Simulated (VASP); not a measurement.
# Sr (Pm-3m) in VASP: notebook

The runs below take Sr through single point, relaxation of cell and atoms, with RPBE.

Everything below comes from runs of VASP 6.6.1. Logs are shortened: lines on timing, memory, paths and dates and some standing lists are left out, and cuts for length are marked.

### Step 1. The cell of the first run

It takes space group Pm-3m (No. 221, cubic). Conventional cell: a = 3.967 Å, b = 3.967 Å, c = 3.967 Å, α = 90.00°, β = 90.00°, γ = 90.00°. Within 5.2 Å of Sr (site symmetry m-3m) lie 6 Sr at 3.97 Å.

### Step 2. Single point, RPBE

Contents of INCAR:

```
SYSTEM = Sr
  PREC = Accurate
  ENCUT = 520
  EDIFF = 1E-6
  ISMEAR = -1
  SIGMA = 0.1
  LREAL = .FALSE.
  LASPH = .TRUE.
  NELM = 60
  ALGO = Normal
  ISIF = 2
  LWAVE = .FALSE.
  LCHARG = .FALSE.
  GGA = RP
  NBANDS = 11
```

Contents of KPOINTS:

```
regular mesh
0
G
  13 13 13
  0 0 0
```

Contents of POSCAR:

```
Sr
1.0
    3.9673456354      0.0000000000      0.0000000000
    0.0000000000      3.9673456354      0.0000000000
    0.0000000000      0.0000000000      3.9673456354
Sr
1
Direct
    0.0000000000      0.0000000000      0.0000000000
```

Potentials or basis: VASP PAW PBE potentials, release 64 (Sr_sv).

Command:

```
$ cat potpaw_PBE.64/Sr_sv/POTCAR > POTCAR
$ mpirun -np 1 vasp_std > vasp.out
```

OUTCAR:

```text
SYSTEM = Sr
   PREC = Accurate
   ENCUT = 520
   EDIFF = 1E-6
   ISMEAR = -1
   LREAL = .FALSE.
   LASPH = .TRUE.
   NELM = 60
   ISIF = 2
   GGA = RP

 ion  position               nearest neighbor table
   1  0.000  0.000  0.000-

  LATTYP: Found a simple cubic cell.
 ALAT       =     3.9673456354

  Lattice vectors:

 A1 = (   3.9673456354,   0.0000000000,   0.0000000000)
 A2 = (   0.0000000000,   3.9673456354,   0.0000000000)
 A3 = (   0.0000000000,   0.0000000000,   3.9673456354)

Analysis of symmetry for initial positions (statically):
=====================================================================
 Subroutine PRICEL returns:
 Original cell was already a primitive cell.

 Routine SETGRP: Setting up the symmetry group for a
 simple cubic supercell.

 Subroutine GETGRP returns: Found 48 space group operations
 (whereof 48 operations were pure point group operations)
 out of a pool of 48 trial point group operations.

The static configuration has the point symmetry O_h .

Analysis of symmetry for dynamics (positions and initial velocities):
=====================================================================
 Subroutine PRICEL returns:
 Original cell was already a primitive cell.

 Routine SETGRP: Setting up the symmetry group for a
 simple cubic supercell.

 Subroutine GETGRP returns: Found 48 space group operations
 (whereof 48 operations were pure point group operations)
 out of a pool of 48 trial point group operations.

The dynamic configuration has the point symmetry O_h .

 Subroutine INISYM returns: Found 48 space group operations
 (whereof 48 operations are pure point group operations),
 and found     1 'primitive' translations

----------------------------------------------------------------------------------------

                                     Primitive cell

  volume of cell :      62.4454

  direct lattice vectors                    reciprocal lattice vectors
     3.967345635  0.000000000  0.000000000     0.252057696  0.000000000  0.000000000
     0.000000000  3.967345635  0.000000000     0.000000000  0.252057696  0.000000000
     0.000000000  0.000000000  3.967345635     0.000000000  0.000000000  0.252057696

  length of vectors
     3.967345635  3.967345635  3.967345635     0.252057696  0.252057696  0.252057696

  position of ions in fractional coordinates (direct lattice)
     0.000000000  0.000000000  0.000000000

  ion indices of the primitive-cell ions
   primitive index   ion index
                 1           1

----------------------------------------------------------------------------------------

 KPOINTS: regular mesh

Automatic generation of k-mesh.
 Grid dimensions read from file:
 generate k-points for:   13   13   13

 Generating k-lattice:

  Cartesian coordinates                     Fractional coordinates (reciprocal lattice)
     0.019389054  0.000000000  0.000000000     0.076923077  0.000000000  0.000000000
     0.000000000  0.019389054  0.000000000     0.000000000  0.076923077  0.000000000
     0.000000000  0.000000000  0.019389054     0.000000000  0.000000000  0.076923077

  Length of vectors
     0.019389054  0.019389054  0.019389054

  Shift w.r.t. Gamma in fractional coordinates (k-lattice)
     0.000000000  0.000000000  0.000000000

 Subroutine IBZKPT returns following result:
 ===========================================

 Found     84 irreducible k-points:

 Following reciprocal coordinates:
            Coordinates               Weight
  0.000000  0.000000  0.000000      1.000000
  0.076923  0.000000  0.000000      6.000000
  0.153846  0.000000  0.000000      6.000000
  0.230769  0.000000  0.000000      6.000000
  0.307692  0.000000  0.000000      6.000000
  0.384615  0.000000  0.000000      6.000000
[... 16 lines left out ...]
  0.307692  0.307692  0.000000     12.000000
  0.384615  0.307692  0.000000     24.000000
 [... further k-points ...]
   k-points           NKPTS =     84   k-points in BZ     NKDIM =     84   number of bands    NBANDS=     11
   number of dos      NEDOS =    301   number of ions     NIONS =      1
   total plane-waves  NPLWV =  27000
   dimension x,y,z NGX =    30 NGY =   30 NGZ =   30
   dimension x,y,z NGXF=    60 NGYF=   60 NGZF=   60
   ions per type =               1
   NGX,Y,Z   is equivalent  to a cutoff of  12.57, 12.57, 12.57 a.u.
   NGXF,Y,Z  is equivalent  to a cutoff of  25.14, 25.14, 25.14 a.u.
 SYSTEM =  Sr
   PREC   = accura    normal or accurate (medium, high low for compatibility)
   ISTART =      0    job   : 0-new  1-cont  2-samecut
   ICHARG =      2    charge: 1-file 2-atom 10-const
   ISPIN  =      1    spin polarized calculation?
   LNONCOLLINEAR =      F non collinear calculations
   LSORBIT =      F    spin-orbit coupling
   LASPH  =      T    aspherical Exc in radial PAW
   ENCUT  =  520.0 eV  38.22 Ry    6.18 a.u.   7.38  7.38  7.38*2*pi/ulx,y,z
   NELM   =     60;   NELMIN=  2; NELMDL= -5     # of ELM steps
   EDIFF  = 0.1E-05   stopping-criterion for ELM
   LREAL  =      F    real-space projection
   EDIFFG = 0.1E-04   stopping-criterion for IOM
   NSW    =      0    number of steps for IOM
   IBRION =     -1    ionic relax: 0-MD 1-quasi-New 2-CG
   NFREE  =      0    steps in history (QN), initial steepest desc. (CG)
   ISIF   =      2    stress and relaxation
   ISYM   =      2    0-nonsym 1-usesym 2-fastsym
   POTIM  = 0.5000    time-step for ionic-motion
   TEBEG  =    0.0;   TEEND  =   0.0 temperature during run
   PSTRESS=    0.0 pullay stress
   NELECT =      10.0000    total number of electrons
   NUPDOWN=      -1.0000    fix difference up-down
   EMIN   =  10.00;   EMAX   =-10.00  energy-range for DOS
   EFERMI =   0.00;   METHOD = LEGACY
   ISMEAR =    -1;   SIGMA  =   0.10  broadening in eV -4-tet -1-fermi 0-gaus
   EFERMI_NEDOS =   21; number of points for ismear=-14 and -15
   IALGO  =     38    algorithm
   IMIX   =      4    mixing-type and parameters
     AMIX     =   0.40;   BMIX     =  1.00
     AMIX_MAG =   1.60;   BMIX_MAG =  1.00
  volume/ion in A,a.u.               =      62.45       421.40
  Fermi-wavevector in a.u.,A,eV,Ry     =   0.889013  1.679991 10.753285  0.790344
  Thomas-Fermi vector in A             =   2.010518
   LORBIT       =      0    0 simple, 1 ext, 2 COOP (PROOUT), +10 PAW based schemes
   GGA     = RP    functional components
   LHFCALC =     F    Hartree Fock is set to
   AEXX    =    0.0000 exact exchange contribution
   IVDW    =     0    specifies the selected vdW correction
   LEPSILON=     F    determine dielectric tensor
   LRPA    =     F    only Hartree local field effects (RPA)
 non-spin polarized calculation
  energy-cutoff  :      520.00
  volume of cell :       62.45
 maximum number of plane-waves:      1743
 NGX is ok and might be reduce to    30
   NGX = 15   NGY = 15   NGZ = 15

 number of electron      10.0000000 magnetization

 Free energy of the ion-electron system (eV)
  ---------------------------------------------------
  ext. energy  EPLUGINS =         0.00000000
  ---------------------------------------------------
  free energy    TOTEN  =        -1.09889562 eV

  energy without entropy =       -1.05451209  energy(sigma->0) =       -1.07670386

 E-fermi :   1.1422     XC(G=0):  -6.8551

 val. band max:        1.1412855824   @ k =   0.3846   0.3846   0.3077
 cond. band min:       1.1721650632   @ k =   0.4615   0.3077   0.3077
 fundamental gap:      0.0308794808
 Fermi energy:         1.1422109795

 k-point     1 :       0.0000    0.0000    0.0000
  band No.  band energies     occupation
      1     -35.8986      2.00000
      2     -17.7781      2.00000
      3     -17.7781      2.00000
      4     -17.7781      2.00000
      5      -2.1254      2.00000
      6       1.9268      0.00078
      7       1.9268      0.00078
      8       5.7443      0.00000
      9       5.7443      0.00000
     10       5.7443      0.00000
     11       8.0226      0.00000

 k-point     2 :       0.0769    0.0000    0.0000
  band No.  band energies     occupation
      1     -35.8979      2.00000
      2     -17.7899      2.00000
      3     -17.7771      2.00000
      4     -17.7771      2.00000
      5      -2.0543      2.00000
      6       1.9526      0.00060
      7       1.9541      0.00060
      8       5.5750      0.00000
      9       5.5750      0.00000
     10       5.7536      0.00000
     11       7.6309      0.00000

 k-point     3 :       0.1538    0.0000    0.0000
  band No.  band energies     occupation
      1     -35.8960      2.00000
      2     -17.8227      2.00000
      3     -17.7744      2.00000
      4     -17.7744      2.00000
      5      -1.8463      2.00000
      6       2.0055      0.00036
      7       2.0263      0.00029
      8       5.2055      0.00000
      9       5.2055      0.00000
     10       5.7794      0.00000
     11       6.9467      0.00000

 k-point     4 :       0.2308    0.0000    0.0000
  band No.  band energies     occupation
      1     -35.8934      2.00000
      2     -17.8683      2.00000
      3     -17.7705      2.00000
      4     -17.7705      2.00000
      5      -1.5165      2.00000
      6       1.9879      0.00042
      7       2.1363      0.00010
      8       4.8112      0.00000
      9       4.8112      0.00000
     10       5.8165      0.00000
     11       6.4333      0.00000
[... 239 lines left out ...]
 k-point    22 :       0.4615    0.2308    0.0000
  band No.  band energies     occupation
      1     -35.8817      2.00000
      2     -17.9665      2.00000
      3     -17.8478      2.00000
      4     -17.7538      2.00000
      5       0.4538      1.99795
      6       1.0375      1.48045
      7       2.8052      0.00000
      8       3.5578      0.00000
      9       4.2744      0.00000
     10       5.1546      0.00000
     11       6.8333      0.00000

 k-point    23 :       0.3077    0.3077    0.0000
  band No.  band energies     occupation
      1     -35.8826      2.00000
      2     -17.9029      2.00000
      3     -17.8989      2.00000
      4     -17.7550      2.00000
      5      -0.1445      1.99999
      6       1.8497      0.00169
      7       2.6980      0.00000
      8       3.4436      0.00000
      9       4.6124      0.00000
     10       4.8378      0.00000
     11       6.9908      0.00000

 k-point    24 :       0.3846    0.3077    0.0000
  band No.  band energies     occupation
      1     -35.8802      2.00000
      2     -17.9392      2.00000
      3     -17.8964      2.00000
      4     -17.7517      2.00000
      5       0.2792      1.99964
      6       1.5725      0.02669
      7       2.8522      0.00000
      8       3.4113      0.00000
      9       4.4733      0.00000
     10       4.8170      0.00000
     11       6.8450      0.00000

 [... further k-points ...]
[... 5 lines left out ...]
  --------------------------------------------------------------------------------------
  -------------------------------------------------------------------------------------
  Total       -0.0090114     -0.0090114     -0.0090114      0.0000000     -0.0000000      0.0000000
  in kB       -0.2312091     -0.2312091     -0.2312091      0.0000000     -0.0000000      0.0000000
  external PRESSURE =      -0.2312091 kB  Pullay stress =       0.0000000 kB

 VOLUME and BASIS-vectors are now :
 -----------------------------------------------------------------------------
  energy-cutoff  :      520.00
  volume of cell :       62.45
      direct lattice vectors                 reciprocal lattice vectors
     3.967345635  0.000000000  0.000000000     0.252057696  0.000000000  0.000000000
     0.000000000  3.967345635  0.000000000     0.000000000  0.252057696  0.000000000
     0.000000000  0.000000000  3.967345635     0.000000000  0.000000000  0.252057696

 POSITION                                       TOTAL-FORCE (eV/Angst)
 -----------------------------------------------------------------------------------
      0.00000      0.00000      0.00000         0.000000      0.000000      0.000000
 -----------------------------------------------------------------------------------
    total drift:                                0.000000      0.000000     -0.000000

  FREE ENERGIE OF THE ION-ELECTRON SYSTEM (eV)
  ---------------------------------------------------
  free  energy   TOTEN  =        -1.0988956199 eV

  energy  without entropy=       -1.0545120936  energy(sigma->0) =       -1.07670386
```

Wall time 16 s (1 thread of Intel Xeon 6975P-C (Granite Rapids), shared host); peak memory 0.2 GiB.

Results:

| Item | Value |
| --- | --- |
| Free energy | -1.0989 eV |
| Pressure | 0.0 GPa |
| Band gap on the k mesh | zero (band 5 reaches 1.71 eV, above the bottom of band 6 at 0.96 eV) |

Levels at points of the mesh, in eV from the Fermi level:
```tsv
k point	band 2	band 3	band 4	band 5	band 6	band 7	band 8	band 9
(0.00, 0.00, 0.00)	-18.92	-18.92	-18.92	-3.27	0.78	0.78	4.60	4.60
```

Caveat: the PAW data sets were made with another functional, which shifts forces and pressure a little.

### Step 3. Relaxation of cell and atoms, RPBE

This run uses another cell than the first one, of 60.82 Å³/atom, 0.974 times its volume.

Contents of INCAR:

```
SYSTEM = Sr
ALGO = Normal
EDIFF = 1E-6
EDIFFG = -0.01
ENCUT = 600
GGA = RP
IBRION = 2
ISIF = 3
ISMEAR = -1
LASPH = .TRUE.
LCHARG = .FALSE.
LREAL = .FALSE.
LWAVE = .FALSE.
NELM = 80
NSW = 80
PREC = Accurate
SIGMA = 0.1
```

Contents of KPOINTS:

```
k-points
0
G
  8 8 8
  0 0 0
```

Contents of POSCAR:

```
Sr
1.0
    3.9327266275      0.0000000000      0.0000000000
    0.0000000000      3.9327266275      0.0000000000
    0.0000000000      0.0000000000      3.9327266275
Sr
1
Direct
    0.0000000000      0.0000000000      0.0000000000
```

Potentials or basis: VASP PAW PBE potentials, release 64 (Sr_sv).

Command:

```
$ cat potpaw_PBE.64/Sr_sv/POTCAR > POTCAR
$ mpirun -np 1 vasp_std > vasp.out
```

Wall time 17 s (1 thread of Intel Xeon 6975P-C (Granite Rapids), shared host); peak memory 0.2 GiB.

Results (log left out):

| Property | Result |
| --- | --- |
| Free energy | -1.1037 eV |
| Relaxed volume | 62.54 Å³/atom |
| Relaxed cell | a = 3.969 Å, b = 3.969 Å, c = 3.969 Å, α = 90.00°, β = 90.00°, γ = 90.00° |
| Space group after relaxing (to 0.05 Å) | Pm-3m (No. 221) |
| Energy gained by relaxing | 1.0 meV/atom |
| Ionic steps | 4 |
| Pressure after relaxing | 0.0 GPa |
| Band gap on the k mesh | zero (band 5 reaches 1.75 eV, above the bottom of band 6 at 0.85 eV) |

Step by step:
```tsv
step	energy change (eV)	largest force (eV/Å)	pressure (GPa)	volume (Å³)
1	0.0000	0.0000	0.20	60.82
2	-0.0007	0.0000	0.12	61.50
3	-0.0010	0.0000	-0.05	63.04
4	-0.0010	0.0000	0.00	62.54
```

Final structure:
```yaml
crystal:
  lattice:
    - [3.96938, 0.00000, 0.00000]
    - [0.00000, 3.96938, 0.00000]
    - [0.00000, 0.00000, 3.96938]
  atoms:
    - { symbol: Sr, position: [0.00000, 0.00000, 0.00000] }
```

Levels at points of the mesh, in eV from the Fermi level:
```csv
k point,band 2,band 3,band 4,band 5,band 6,band 7,band 8,band 9
"(0.00, 0.00, 0.00)",-18.90,-18.90,-18.90,-3.25,0.80,0.80,4.62,4.62
"(0.50, 0.00, 0.00)",-19.10,-18.89,-18.89,-1.18,-0.26,1.33,2.98,2.98
"(0.50, 0.50, 0.00)",-19.08,-19.08,-18.87,-0.31,0.71,2.03,2.03,3.36
"(0.50, 0.50, 0.50)",-19.06,-19.06,-19.06,0.64,0.64,0.64,4.35,4.64
```

Caveat: the PAW data sets were made with another functional, which shifts forces and pressure a little.
